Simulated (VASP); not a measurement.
Wanted: the native input for a VASP 6.6.1 run.

```
Task                   : single point
Functional             : PBE
Potentials or basis    : VASP PAW PBE potentials, release 64 (W_sv, I)
Cutoff                 : 520 eV
k mesh                 : 4 × 4 × 4
Occupations            : gaussian, width 0.1 eV
Spin                   : no spin polarisation
Dipole correction      : no
Further INCAR settings : ALGO = Normal; EDIFF = 1e-06; NBANDS = 37
```

The structure of WI6 lies in POSCAR:

```
WI6
1.0
    0.0000000000      5.7120000000      5.7120000000
    5.7120000000      0.0000000000      5.7120000000
    5.7120000000      5.7120000000      0.0000000000
W I
1 6
Direct
    0.0000000000      0.0000000000      0.0000000000
    0.7500000000      0.2500000000      0.2500000000
    0.2500000000      0.7500000000      0.7500000000
    0.2500000000      0.7500000000      0.2500000000
    0.7500000000      0.2500000000      0.7500000000
    0.2500000000      0.2500000000      0.7500000000
    0.7500000000      0.7500000000      0.2500000000
```

This cell differs from its parent crystal: atoms taken out.

One way to write it, as run:

INCAR

```
PREC = Accurate
ENCUT = 520
EDIFF = 1E-6
ISMEAR = 0
SIGMA = 0.1
LREAL = False
LASPH = True
NELM = 80
ALGO = Normal
ISIF = 2
LWAVE = False
LCHARG = True
GGA = PE
LELF = True
LVHAR = True
NBANDS = 37
```

KPOINTS

```
regular mesh
0
Gamma
  4 4 4
```

Potentials or basis: VASP PAW PBE potentials, release 64 (W_sv, I).

The run is started by

```bash
$ cat potpaw_PBE.64/W_sv/POTCAR potpaw_PBE.64/I/POTCAR > POTCAR
$ mpirun -np 1 vasp_std > vasp.out
```

Results of the run:

| Quantity | Value |
| --- | --- |
| Pressure | -3.0 GPa |

Caveat: the cell differs from its parent crystal (atoms taken out).

It took 7 min on 1 thread of Oxide Virtual Turin-like Processor, with other jobs on the host, peak memory 0.49 GiB.
